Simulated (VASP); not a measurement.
Wanted: the native input for a VASP 6.6.1 run.

```
Task                   : relaxation of cell and atoms
Functional             : PBE
Potentials or basis    : VASP PAW PBE potentials, release 64 (Sr_sv, Al, Zn, C, N)
Cutoff                 : 600 eV
k mesh                 : 6 × 6 × 6
Occupations            : gaussian, width 0.1 eV
Spin                   : no spin polarisation
Dipole correction      : no
Further INCAR settings : LREAL = Auto; ALGO = Normal; EDIFF = 1e-06; IBRION = 2; EDIFFG = -0.01; NSW = 100; ISIF = 3
```

The structure of SrAlZnC6N6 lies in POSCAR:

```
SrAlZnC6N6
1.0
    0.0000000000      5.3831467632      5.3831467632
    5.3831467632      0.0000000000      5.3831467632
    5.3831467632      5.3831467632      0.0000000000
Sr Al Zn C N
1 1 1 6 6
Direct
    0.2500000000      0.2500000000      0.2500000000
    0.0000000000      0.0000000000      0.0000000000
    0.5000000000      0.5000000000      0.5000000000
    0.8067282575      0.1932717425      0.1932717425
    0.8067282575      0.1932717425      0.8067282575
    0.8067282575      0.8067282575      0.1932717425
    0.1932717425      0.8067282575      0.8067282575
    0.1932717425      0.8067282575      0.1932717425
    0.1932717425      0.1932717425      0.8067282575
    0.6982025752      0.3017974248      0.3017974248
    0.6982025752      0.3017974248      0.6982025752
    0.6982025752      0.6982025752      0.3017974248
    0.3017974248      0.6982025752      0.6982025752
    0.3017974248      0.6982025752      0.3017974248
    0.3017974248      0.3017974248      0.6982025752
```

One way to write it, as run:

INCAR

```
SYSTEM = SrAlZnC6N6
ALGO = Normal
EDIFF = 1E-6
EDIFFG = -0.01
ENCUT = 600
GGA = PE
IBRION = 2
ISIF = 3
ISMEAR = 0
LASPH = .True.
LCHARG = .False.
LREAL = Auto
LWAVE = .False.
NELM = 100
NSW = 100
PREC = Accurate
SIGMA = 0.1
```

KPOINTS

```
k-points
0
Gamma
  6 6 6
  0 0 0
```

Potentials or basis: VASP PAW PBE potentials, release 64 (Sr_sv, Al, Zn, C, N).

The run is started by

```sh
$ cat potpaw_PBE.64/Sr_sv/POTCAR potpaw_PBE.64/Al/POTCAR potpaw_PBE.64/Zn/POTCAR potpaw_PBE.64/C/POTCAR potpaw_PBE.64/N/POTCAR > POTCAR
$ mpirun -np 1 vasp_std > vasp.out
```

It gave:

* Relaxed volume: 20.84 Å³/atom
* Relaxed cell: a = 7.618 Å, b = 7.618 Å, c = 7.618 Å, α = 60.00°, β = 60.00°, γ = 60.00°
* Space group after relaxing (to 0.1 Å): F-43m (No. 216)
* Energy gained by relaxing: 0.2 meV/atom
* Ionic steps: 6
* Pressure after relaxing: 0.0 GPa
* Largest force after relaxing: 0.010 eV/Å
* Band gap on the k mesh: zero (an odd number of electrons rules out a gap without spin polarisation)

Caveat: an odd number of electrons without spin polarisation forces a metal; a magnetic or distorted state may lie lower.

Wall time 34 min on 1 thread of Intel(R) Xeon(R) Platinum 8488C (Sapphire Rapids), on a shared host, peak memory 0.73 GiB.
